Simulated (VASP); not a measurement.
# Hf2NbN2 (P-6m2) in VASP: a series of runs

The runs below take Hf2NbN2 through single point, relaxation of cell and atoms, with PBE.

Everything below comes from runs of VASP 6.6.1. Logs are shortened: lines on timing, memory, paths and dates and some standing lists are left out, and cuts for length are marked.

## (1) The cell of the first run

The structure is hexagonal, space group P-6m2 (No. 187). The conventional cell has a = 4.170 Å, b = 4.170 Å, c = 5.002 Å, α = 90.00°, β = 90.00°, γ = 120.00°. Within 3.2 Å of Hf (site symmetry -6m2) lie 3 Hf at 2.41 Å and 2 Nb at 2.50 Å and 6 N at 2.89 Å. Within 2.1 Å of Hf (site symmetry -6m2) lie 2 N at 1.60 Å. Within 3.3 Å of Nb (site symmetry -6m2) lie 2 Hf at 2.50 Å and 6 N at 2.57 Å. N (site symmetry 3m) has 1 Hf at 1.60 Å and 1 N at 1.80 Å within 2.1 Å.

The cell was built from a structure type or drawn by symmetry, and may not be a known phase.

## (2) Single point, PBE

The input, INCAR:

```
SYSTEM = Hf2NbN2
  ALGO = Normal
  EDIFF = 1E-7
  ENCUT = 520
  GGA = PE
  ISIF = 2
  ISMEAR = 0
  LASPH = .TRUE.
  LCHARG = .FALSE.
  LREAL = .FALSE.
  LWAVE = .FALSE.
  NBANDS = 30
  NELM = 80
  PREC = Accurate
  SIGMA = 0.1
```

The input, KPOINTS:

```
k-points
0
G
  6 6 4
  0 0 0
```

The input, POSCAR:

```
Hf2NbN2
1.0
    4.1700925900      0.0000000000      0.0000000000
   -2.0850462900      3.6114061200      0.0000000000
    0.0000000000      0.0000000000      5.0022527600
Hf Nb N
2 1 2
Direct
    0.0000000000      0.0000000000      0.5000000000
    0.3333333300      0.6666666700      0.5000000000
    0.0000000000      0.0000000000      0.0000000000
    0.3333333300      0.6666666700      0.8204195300
    0.3333333300      0.6666666700      0.1795804700
```

Potentials or basis: VASP PAW PBE potentials, release 64 (Hf_pv, Nb_sv, N).

Launch:

```console
> cat potpaw_PBE.64/Hf_pv/POTCAR potpaw_PBE.64/Nb_sv/POTCAR potpaw_PBE.64/N/POTCAR > POTCAR
> mpirun -np 1 vasp_std > vasp.out
```

OUTCAR:

```text
SYSTEM = Hf2NbN2
   EDIFF = 1E-7
   ENCUT = 520
   GGA = PE
   ISIF = 2
   ISMEAR = 0
   LASPH = .TRUE.
   LREAL = .FALSE.
   NELM = 80
   PREC = Accurate

 ion  position               nearest neighbor table
   1  0.000  0.000  0.500-   2 2.41   2 2.41   2 2.41   3 2.50   3 2.50
   2  0.333  0.667  0.500-   4 1.60   5 1.60   1 2.41   1 2.41   1 2.41
   3  0.000  0.000  0.000-   1 2.50   1 2.50
   4  0.333  0.667  0.820-   2 1.60
   5  0.333  0.667  0.180-   2 1.60

  LATTYP: Found a hexagonal cell.
 ALAT       =     4.1700925900
 C/A-ratio  =     1.1995543629

  Lattice vectors:

 A1 = (   4.1700925900,   0.0000000000,   0.0000000000)
 A2 = (  -2.0850462900,   3.6114061200,   0.0000000000)
 A3 = (   0.0000000000,   0.0000000000,   5.0022527600)

Analysis of symmetry for initial positions (statically):
=====================================================================
 Subroutine PRICEL returns:
 Original cell was already a primitive cell.

 Routine SETGRP: Setting up the symmetry group for a
 hexagonal supercell.

 Subroutine GETGRP returns: Found 12 space group operations
 (whereof 12 operations were pure point group operations)
 out of a pool of 24 trial point group operations.

The static configuration has the point symmetry D_3h.

Analysis of symmetry for dynamics (positions and initial velocities):
=====================================================================
 Subroutine PRICEL returns:
 Original cell was already a primitive cell.

 Routine SETGRP: Setting up the symmetry group for a
 hexagonal supercell.

 Subroutine GETGRP returns: Found 12 space group operations
 (whereof 12 operations were pure point group operations)
 out of a pool of 24 trial point group operations.

The dynamic configuration has the point symmetry D_3h.

 Subroutine INISYM returns: Found 12 space group operations
 (whereof 12 operations are pure point group operations),
 and found     1 'primitive' translations

----------------------------------------------------------------------------------------

                                     Primitive cell

  volume of cell :      75.3334

  direct lattice vectors                    reciprocal lattice vectors
     4.170092590  0.000000000  0.000000000     0.239802829  0.138450227  0.000000000
    -2.085046290  3.611406120  0.000000000     0.000000000  0.276900456  0.000000000
     0.000000000  0.000000000  5.002252760     0.000000000  0.000000000  0.199909930

  length of vectors
     4.170092590  4.170092588  5.002252760     0.276900455  0.276900456  0.199909930

  position of ions in fractional coordinates (direct lattice)
     0.000000000  0.000000000  0.500000000
     0.333333330  0.666666670  0.500000000
     0.000000000  0.000000000  0.000000000
     0.333333330  0.666666670  0.820419530
     0.333333330  0.666666670  0.179580470

  ion indices of the primitive-cell ions
   primitive index   ion index
                 1           1
                 2           2
                 3           3
                 4           4
                 5           5

----------------------------------------------------------------------------------------

 KPOINTS: k-points

Automatic generation of k-mesh.
 Grid dimensions read from file:
 generate k-points for:    6    6    4

 Generating k-lattice:

  Cartesian coordinates                     Fractional coordinates (reciprocal lattice)
     0.039967138  0.023075038  0.000000000     0.166666667  0.000000000  0.000000000
     0.000000000  0.046150076  0.000000000     0.000000000  0.166666667  0.000000000
     0.000000000  0.000000000  0.049977483     0.000000000  0.000000000  0.250000000

  Length of vectors
     0.046150076  0.046150076  0.049977483

  Shift w.r.t. Gamma in fractional coordinates (k-lattice)
     0.000000000  0.000000000  0.000000000

 Subroutine IBZKPT returns following result:
 ===========================================

 Found     21 irreducible k-points:

 Following reciprocal coordinates:
            Coordinates               Weight
  0.000000  0.000000  0.000000      1.000000
  0.166667  0.000000  0.000000      6.000000
  0.333333  0.000000  0.000000      6.000000
  0.500000  0.000000  0.000000      3.000000
  0.166667  0.166667  0.000000      6.000000
  0.333333  0.166667  0.000000     12.000000
[... 13 lines left out ...]
  0.333333  0.166667  0.500000     12.000000
  0.333333  0.333333  0.500000      2.000000
   k-points           NKPTS =     21   k-points in BZ     NKDIM =     21   number of bands    NBANDS=     30
   number of dos      NEDOS =    301   number of ions     NIONS =      5
   total plane-waves  NPLWV =  40960
   dimension x,y,z NGX =    32 NGY =   32 NGZ =   40
   dimension x,y,z NGXF=    64 NGYF=   64 NGZF=   80
   ions per type =               2   1   2
   NGX,Y,Z   is equivalent  to a cutoff of  12.76, 12.76, 13.29 a.u.
   NGXF,Y,Z  is equivalent  to a cutoff of  25.51, 25.51, 26.59 a.u.
 SYSTEM =  Hf2NbN2
   PREC   = accura    normal or accurate (medium, high low for compatibility)
   ISTART =      0    job   : 0-new  1-cont  2-samecut
   ICHARG =      2    charge: 1-file 2-atom 10-const
   ISPIN  =      1    spin polarized calculation?
   LNONCOLLINEAR =      F non collinear calculations
   LSORBIT =      F    spin-orbit coupling
   LASPH  =      T    aspherical Exc in radial PAW
   ENCUT  =  520.0 eV  38.22 Ry    6.18 a.u.   7.75  7.75  9.30*2*pi/ulx,y,z
   NELM   =     80;   NELMIN=  2; NELMDL= -5     # of ELM steps
   EDIFF  = 0.1E-06   stopping-criterion for ELM
   LREAL  =      F    real-space projection
   EDIFFG = 0.1E-05   stopping-criterion for IOM
   NSW    =      0    number of steps for IOM
   IBRION =     -1    ionic relax: 0-MD 1-quasi-New 2-CG
   NFREE  =      0    steps in history (QN), initial steepest desc. (CG)
   ISIF   =      2    stress and relaxation
   ISYM   =      2    0-nonsym 1-usesym 2-fastsym
   POTIM  = 0.5000    time-step for ionic-motion
   TEBEG  =    0.0;   TEEND  =   0.0 temperature during run
   PSTRESS=    0.0 pullay stress
   NELECT =      43.0000    total number of electrons
   NUPDOWN=      -1.0000    fix difference up-down
   EMIN   =  10.00;   EMAX   =-10.00  energy-range for DOS
   EFERMI =   0.00;   METHOD = LEGACY
   ISMEAR =     0;   SIGMA  =   0.10  broadening in eV -4-tet -1-fermi 0-gaus
   EFERMI_NEDOS =   21; number of points for ismear=-14 and -15
   IALGO  =     38    algorithm
   IMIX   =      4    mixing-type and parameters
     AMIX     =   0.40;   BMIX     =  1.00
     AMIX_MAG =   1.60;   BMIX_MAG =  1.00
  volume/ion in A,a.u.               =      15.07       101.67
  Fermi-wavevector in a.u.,A,eV,Ry     =   1.358006  2.566260 25.091605  1.844181
  Thomas-Fermi vector in A             =   2.484876
   LORBIT       =      0    0 simple, 1 ext, 2 COOP (PROOUT), +10 PAW based schemes
   GGA     = PE    functional components
   LHFCALC =     F    Hartree Fock is set to
   AEXX    =    0.0000 exact exchange contribution
   IVDW    =     0    specifies the selected vdW correction
   LEPSILON=     F    determine dielectric tensor
   LRPA    =     F    only Hartree local field effects (RPA)
 non-spin polarized calculation
 Gauss-broadening in eV      SIGMA  =   0.10
  energy-cutoff  :      520.00
  volume of cell :       75.33
 maximum number of plane-waves:      2048
 NGX is ok and might be reduce to    32
   NGX = 15   NGY = 15   NGZ = 19

 number of electron      42.9999997 magnetization

 Free energy of the ion-electron system (eV)
  ---------------------------------------------------
  ext. energy  EPLUGINS =         0.00000000
  ---------------------------------------------------
  free energy    TOTEN  =       -30.25589375 eV

  energy without entropy =      -30.21252554  energy(sigma->0) =      -30.23420964

 E-fermi :   6.7145     XC(G=0): -11.4022

 val. band max:        6.7114908779   @ k =   0.3333   0.1667   0.2500
 cond. band min:       6.7311556883   @ k =   0.3333   0.3333   0.0000
 fundamental gap:      0.0196648104
 Fermi energy:         6.7145100207

 k-point     1 :       0.0000    0.0000    0.0000
  band No.  band energies     occupation
      1     -48.9598      2.00000
      2     -26.0574      2.00000
      3     -25.3477      2.00000
      4     -25.1856      2.00000
      5     -25.1856      2.00000
      6     -24.5330      2.00000
[... 22 lines left out ...]
     29      10.8612      0.00000
     30      11.3298      0.00000

 k-point     2 :       0.1667    0.0000    0.0000
  band No.  band energies     occupation
      1     -48.9594      2.00000
      2     -26.0172      2.00000
      3     -25.3849      2.00000
      4     -25.1938      2.00000
      5     -25.1875      2.00000
      6     -24.5864      2.00000
[... 22 lines left out ...]
     29      11.1496      0.00000
     30      11.2493      0.00000

 k-point     3 :       0.3333    0.0000    0.0000
  band No.  band energies     occupation
      1     -48.9587      2.00000
      2     -25.9163      2.00000
      3     -25.4801      2.00000
      4     -25.2125      2.00000
      5     -25.1963      2.00000
      6     -24.6816      2.00000
[... 22 lines left out ...]
     29      11.2438      0.00000
     30      12.2969      0.00000

 k-point     4 :       0.5000    0.0000    0.0000
  band No.  band energies     occupation
      1     -48.9583      2.00000
      2     -25.8425      2.00000
      3     -25.5510      2.00000
      4     -25.2232      2.00000
      5     -25.2024      2.00000
      6     -24.7239      2.00000
[... 517 lines left out ...]
     29       9.2555      0.00000
     30       9.9307      0.00000

 k-point    20 :       0.3333    0.1667    0.5000
  band No.  band energies     occupation
      1     -48.9635      2.00000
      2     -25.6835      2.00000
      3     -25.1496      2.00000
      4     -25.1119      2.00000
      5     -25.0074      2.00000
      6     -24.8633      2.00000
[... 22 lines left out ...]
     29       9.3251      0.00000
     30      10.4826      0.00000

 k-point    21 :       0.3333    0.3333    0.5000
  band No.  band energies     occupation
      1     -48.9633      2.00000
      2     -25.6809      2.00000
      3     -25.1556      2.00000
      4     -25.1043      2.00000
      5     -25.0067      2.00000
      6     -24.9326      2.00000
[... 22 lines left out ...]
     29       9.3371      0.00000
     30      11.2205      0.00000

------------------------ aborting loop because EDIFF is reached ----------------------------------------

  FORCE on cell =-STRESS in cart. coord.  units (eV):
  Direction    XX          YY          ZZ          XY          YZ          ZX
  --------------------------------------------------------------------------------------
  -------------------------------------------------------------------------------------
  Total       12.4053668     12.4053668     69.5896262      0.0000000     -0.0000000      0.0000000
  in kB      263.8350759    263.8350761   1480.0194601      0.0000004     -0.0000000      0.0000000
  external PRESSURE =     669.2298707 kB  Pullay stress =       0.0000000 kB

 VOLUME and BASIS-vectors are now :
 -----------------------------------------------------------------------------
  energy-cutoff  :      520.00
  volume of cell :       75.33
      direct lattice vectors                 reciprocal lattice vectors
     4.170092590  0.000000000  0.000000000     0.239802829  0.138450227  0.000000000
    -2.085046290  3.611406120  0.000000000     0.000000000  0.276900456  0.000000000
     0.000000000  0.000000000  5.002252760     0.000000000  0.000000000  0.199909930

 POSITION                                       TOTAL-FORCE (eV/Angst)
 -----------------------------------------------------------------------------------
      0.00000      0.00000      2.50113        -0.000000      0.000000      0.000000
     -0.00000      2.40760      2.50113        -0.000000     -0.000000      0.000000
      0.00000      0.00000      0.00000         0.000000     -0.000000      0.000000
     -0.00000      2.40760      4.10395         0.000000      0.000000     20.406818
     -0.00000      2.40760      0.89831        -0.000000      0.000000    -20.406818
 -----------------------------------------------------------------------------------
    total drift:                                0.000043     -0.000025     -0.000000

  FREE ENERGIE OF THE ION-ELECTRON SYSTEM (eV)
  ---------------------------------------------------
  free  energy   TOTEN  =       -30.2558937474 eV

  energy  without entropy=      -30.2125255369  energy(sigma->0) =      -30.23420964
```

Wall time 68 s (1 thread of Intel Xeon Platinum 8488C (Sapphire Rapids), shared host); peak memory 0.21 GiB.

What came out:

* Free energy: -30.2559 eV
* Pressure: 66.9 GPa
* Largest force: 20.407 eV/Å
* Band gap on the k mesh: zero (an odd number of electrons rules out a gap without spin polarisation)

Forces on the atoms (eV/Å):
```
Hf    0.000   0.000   0.000
Hf    0.000   0.000   0.000
Nb    0.000   0.000   0.000
N     0.000   0.000  20.407
N     0.000   0.000 -20.407
```

Caveat: the cell stands under pressure; spin-orbit coupling is left out, which moves the levels of the heavy elements; forces of over 1 eV/Å act on the atoms, so gaps and moduli don't describe the material at rest.

## (3) Single point, PBE

This run uses another cell than the first one, of 20.83 Å³/atom.

The input, INCAR:

```
SYSTEM = Hf2NbN2
  PREC = Accurate
  ENCUT = 520
  EDIFF = 1E-6
  ISMEAR = 0
  SIGMA = 0.1
  LREAL = .False.
  LASPH = .True.
  NELM = 100
  ALGO = Normal
  ISIF = 2
  LWAVE = .False.
  LCHARG = .False.
  GGA = PE
  NBANDS = 30
```

The input, KPOINTS:

```
Automatic mesh
0
Gamma
  6 6 4
  0 0 0
```

The input, POSCAR:

```
Hf2NbN2
1.0
    4.6992878014     -0.0000000033      0.0000000000
   -2.3496438979      4.0697026173      0.0000000000
    0.0000000000      0.0000000000      5.4452665582
Hf Nb N
2 1 2
Direct
    0.0000000000      0.0000000000      0.5000000000
    0.3333333333      0.6666666667      0.5000000000
    0.0000000000      0.0000000000      0.0000000000
    0.3333333333      0.6666666667      0.8850546991
    0.3333333333      0.6666666667      0.1149453009
```

Potentials or basis: VASP PAW PBE potentials, release 64 (Hf_pv, Nb_sv, N).

Launch:

```console
> cat potpaw_PBE.64/Hf_pv/POTCAR potpaw_PBE.64/Nb_sv/POTCAR potpaw_PBE.64/N/POTCAR > POTCAR
> mpirun -np 1 vasp_std > vasp.out
```

Wall time 80 s (1 thread of Intel Xeon Platinum 8488C (Sapphire Rapids), shared host); peak memory 0.25 GiB.

Results (log left out):

* Free energy: -40.2656 eV
* Pressure: -0.3 GPa
* Largest force: 0.278 eV/Å
* Band gap on the k mesh: zero (an odd number of electrons rules out a gap without spin polarisation)

Forces in eV/Å, atoms in the order of the input:
```
Hf   0.000  0.000  0.000
Hf   0.000  0.000  0.000
Nb   0.000  0.000  0.000
N    0.000  0.000 -0.278
N    0.000  0.000  0.278
```

Stress tensor (GPa, compression positive):
```
-0.13  0.00  0.00
 0.00 -0.13  0.00
 0.00  0.00 -0.68
```

Levels at points of the mesh, in eV from the Fermi level:
```
           k point  band 18  band 19  band 20  band 21  band 22  band 23  band 24  band 25
(0.00, 0.00, 0.00)    -2.63    -1.99     0.15     0.15     0.39     0.39     0.40     1.31
(0.50, 0.00, 0.00)    -2.67    -1.60    -1.10    -0.50    -0.31     0.00     0.61     0.70
(0.00, 0.00, 0.50)    -1.33    -0.38     0.08     0.18     0.18     0.28     0.28     1.11
(0.50, 0.00, 0.50)    -1.67    -1.11    -0.55    -0.23    -0.02    -0.01     0.65     0.72
```

Caveat: the standard files for N, O and F lose accuracy on very short bonds; spin-orbit coupling is left out, which moves the levels of the heavy elements.

## (4) Relaxation of cell and atoms, PBE

The input, INCAR:

```
PREC = Accurate ; ENCUT = 600
EDIFF = 1E-6 ; ISMEAR = 0
SIGMA = 0.1 ; LREAL = False
LASPH = True ; NELM = 80
ALGO = Normal ; ISIF = 3
LWAVE = False ; LCHARG = False
GGA = PE ; IBRION = 2
NSW = 90 ; EDIFFG = -0.04
```

The input, KPOINTS:

```
Automatic mesh
0
Gamma
  6 6 4
```

The input, POSCAR:

```
Hf2NbN2
1.0
    4.1700925900      0.0000000000      0.0000000000
   -2.0850462900      3.6114061200      0.0000000000
    0.0000000000      0.0000000000      5.0022527600
Hf Nb N
2 1 2
Direct
    0.0000000000      0.0000000000      0.5000000000
    0.3333333300      0.6666666700      0.5000000000
    0.0000000000      0.0000000000      0.0000000000
    0.3333333300      0.6666666700      0.8204195300
    0.3333333300      0.6666666700      0.1795804700
```

Launch:

```console
> cat potpaw_PBE.64/Hf_pv/POTCAR potpaw_PBE.64/Nb_sv/POTCAR potpaw_PBE.64/N/POTCAR > POTCAR
> mpirun -np 1 vasp_std > vasp.out
```

It took 29 min on 1 thread of Intel Xeon Platinum 8488C (Sapphire Rapids), shared host; peak memory 0.25 GiB.

The run converged. Its results:

```yaml
Free_energy: -40.2515 eV
Relaxed_volume: 20.66 Å³/atom
Relaxed_cell: a = 4.685 Å, b = 4.685 Å, c = 5.434 Å, α = 90.00°, β = 90.00°, γ = 120.00°
Space_group_after_relaxing_to_0.1_Å: P-6m2 (No. 187)
Pressure_after_relaxing: 0.0 GPa
Band_gap_on_the_k_mesh: zero (an odd number of electrons rules out a gap without spin polarisation)
```

Final structure:
```xyz
5
Lattice="4.6853 0.0000 0.0000 -2.3426 4.0576 0.0000 0.0000 0.0000 5.4345" Properties=species:S:1:pos:R:3 pbc="T T T"
Hf    0.0000    0.0000    2.7172
Hf    0.0000    2.7051    2.7172
Nb    0.0000    0.0000    0.0000
N     0.0000    2.7051    0.6287
N     0.0000    2.7051    4.8057
```

Levels at points of the mesh, in eV from the Fermi level:
```csv
k point,band 18,band 19,band 20,band 21,band 22,band 23,band 24,band 25
"(0.00, 0.00, 0.00)",-2.67,-2.01,0.14,0.14,0.40,0.40,0.41,1.33
"(0.50, 0.00, 0.00)",-2.72,-1.62,-1.09,-0.51,-0.31,0.01,0.63,0.96
"(0.00, 0.00, 0.50)",-1.36,-0.37,0.09,0.18,0.18,0.27,0.27,1.14
"(0.50, 0.00, 0.50)",-1.68,-1.12,-0.55,-0.23,-0.03,-0.01,0.67,0.73
```

Caveat: the volume moved by over 15 % at a fixed basis, so the end points are rough; spin-orbit coupling is left out, which moves the levels of the heavy elements.

(Continued in part 2 of 2.)
